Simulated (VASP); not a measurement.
Input of a VASP 6.6.1 run:

INCAR

```
SYSTEM = MnO2
PREC = Accurate
ENCUT = 700
EDIFF = 1E-6
ISMEAR = 0
SIGMA = 0.1
LREAL = .False.
LASPH = .True.
NELM = 200
ALGO = Normal
ISIF = 2
LWAVE = .False.
LCHARG = .False.
ISPIN = 2
MAGMOM = 4 0 0
LORBIT = 11
LMAXMIX = 4
GGA = PE
ISYM = 0
NBANDS = 24
GGA_COMPAT = .False.
```

Contents of KPOINTS:

```
regular mesh
0
Gamma
  2 6 7
  0 0 0
```

POSCAR

```
MnO2
1.0
    1.4284348394      0.8247072390      4.5839315268
   -1.4284348394      0.8247072390      4.5839315268
    0.0000000000     -1.6494144781      4.5839315268
Mn O
1 2
Direct
    0.0000000000      0.0000000000      0.0000000000
    0.2643644900      0.2643644900      0.2643644900
    0.7356355100      0.7356355100      0.7356355100
```

Potentials or basis: VASP PAW PBE potentials, release 64 (Mn_sv, O).

Launch:

```console
$ cat potpaw_PBE.64/Mn_sv/POTCAR potpaw_PBE.64/O/POTCAR > POTCAR
$ mpirun -np 1 vasp_std > vasp.out
```

Task: Estimate the site moments.

Result: Mn +2.73; O +0.04 μB.

Task: Predict the pressure.

Result: 4.6 GPa.

Stress tensor (GPa, compression positive):
```
4.98 0.00 0.00
0.00 4.96 0.00
0.00 0.00 3.97
```

Caveat: the k points lie up to 0.68 Å⁻¹ apart; a cell with one magnetic atom can't hold antiferromagnetic order, which such compounds often take.
